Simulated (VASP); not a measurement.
# ZnO: single point with r2SCAN

The system is ZnO.

```
CELL_PARAMETERS angstrom
5.51757 0.00000 0.00000
0.00000 5.51757 0.00000
0.00000 0.00000 3.25878
ATOMIC_POSITIONS crystal
Zn 0.18197 0.18197 0.50000
Zn 0.81803 0.81803 0.50000
Zn 0.68197 0.31803 0.00000
Zn 0.31803 0.68197 0.00000
O 0.81725 0.18275 0.50000
O 0.18275 0.81725 0.50000
O 0.68275 0.68275 0.00000
O 0.31725 0.31725 0.00000
```

```yaml
Program: VASP 6.6.1
Task: single point
Functional: r2SCAN
Potentials_or_basis: VASP PAW PBE potentials, release 64 (Zn, O)
Cutoff: 520 eV
k_mesh: 4 × 4 × 6
Occupations: gaussian, width 0.01 eV
Spin: no spin polarisation
Dipole_correction: no
Further_INCAR_settings: ALGO = Normal; EDIFF = 1e-06; NBANDS = 46
```

The pressure is 0.3 GPa and the largest force is 0.044 eV/Å. The band gap on the k mesh is 1.20 eV.

Forces in eV/Å, atoms in the order of the input:
```
Zn  -0.031 -0.031  0.000
Zn   0.031  0.031  0.000
Zn  -0.031  0.031  0.000
Zn   0.031 -0.031  0.000
O    0.000  0.000  0.000
O    0.000  0.000  0.000
O    0.000  0.000  0.000
O    0.000  0.000  0.000
```

Levels at points of the mesh, in eV from the valence-band top:
```
           k point  band 33  band 34  band 35  band 36  band 37  band 38  band 39  band 40
(0.00, 0.00, 0.00)    -0.51    -0.19    -0.19     0.00     1.20     5.86     5.86     7.41
(0.50, 0.00, 0.00)    -0.50    -0.50    -0.43    -0.43     3.64     3.64     6.67     6.67
(0.50, 0.50, 0.00)    -0.89    -0.89    -0.77    -0.77     4.78     4.78     5.10     5.10
(0.00, 0.00, 0.50)    -1.84    -1.84    -1.35    -1.35     6.37     6.37     8.49     8.49
(0.50, 0.00, 0.50)    -1.62    -1.62    -1.08    -1.08     6.49     6.49     7.26     7.26
(0.50, 0.50, 0.50)    -1.40    -1.40    -1.38    -1.38     5.97     5.97     6.53     6.53
```

Wall time 9 min on 1 thread of AMD EPYC 7R43 64-Core Processor (Zen 3), with other jobs on the host, peak memory 0.22 GiB.

Caveat: the PAW data sets were made with another functional, which shifts forces and pressure a little.
